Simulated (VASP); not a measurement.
Input of a VASP 6.6.1 run:

POSCAR

```
RbBr
1.0
    4.0603273326      0.0000000000      0.0000000000
    0.0000000000      4.0603273326      0.0000000000
    0.0000000000      0.0000000000      4.1242532581
Rb Br
1 1
Direct
    0.0000000000      0.0000000000      0.0000000000
    0.5000000000      0.5000000000      0.5000000000
```

The input INCAR.step1:

```
PREC     = Accurate       # precision mode
ENCUT    = 520            # plane-wave cutoff, eV
ISMEAR   = 0              # smearing method
SIGMA    = 0.01           # smearing width, eV
LREAL    = F              # projectors in reciprocal space
LASPH    = T              # aspherical terms in the spheres
NELM     = 60             # most SCF steps
NBANDS   = 15             # bands
GGA      = PE             # functional
ALGO     = Normal         # electronic algorithm
EDIFF    = 1E-4           # SCF threshold, eV
LWAVE    = T              # write WAVECAR
LCHARG   = F              # write CHGCAR
```

Contents of INCAR.step2:

```
PREC     = Accurate       # precision mode
ENCUT    = 520            # plane-wave cutoff, eV
EDIFF    = 1E-7           # SCF threshold, eV
ISMEAR   = 0              # smearing method
SIGMA    = 0.01           # smearing width, eV
LREAL    = F              # projectors in reciprocal space
LASPH    = T              # aspherical terms in the spheres
NELM     = 60             # most SCF steps
ALGO     = Normal         # electronic algorithm
ISIF     = 2              # what is computed and relaxed
LWAVE    = F              # write WAVECAR
LCHARG   = F              # write CHGCAR
METAGGA  = R2SCAN         # meta-GGA
LMIXTAU  = T            
NBANDS   = 15             # bands
ISTART   = 1
```

File KPOINTS:

```
Automatic mesh
0
Gamma
  6 6 6
```

Potentials or basis: VASP PAW PBE potentials, release 64 (Rb_sv, Br).

Launch:

```sh
$ cat potpaw_PBE.64/Rb_sv/POTCAR potpaw_PBE.64/Br/POTCAR > POTCAR
$ cp INCAR.step1 INCAR
$ mpirun -np 1 vasp_std > vasp.out
$ cp INCAR.step2 INCAR
$ mpirun -np 1 vasp_std > vasp.out
```

Question: Estimate the band gap on the k mesh.

Answer: 4.93 eV, indirect (least direct gap 5.08 eV).

Question: Predict the pressure.

Answer: 0.7 GPa.

Stress tensor (GPa, compression positive):
```
0.83 0.00 0.00
0.00 0.83 0.00
0.00 0.00 0.33
```

Caveat: the cell differs from its parent crystal (biaxial xy strain -1.6%); the PAW data sets were made with another functional, which shifts forces and pressure a little. A k mesh can miss the band edges.
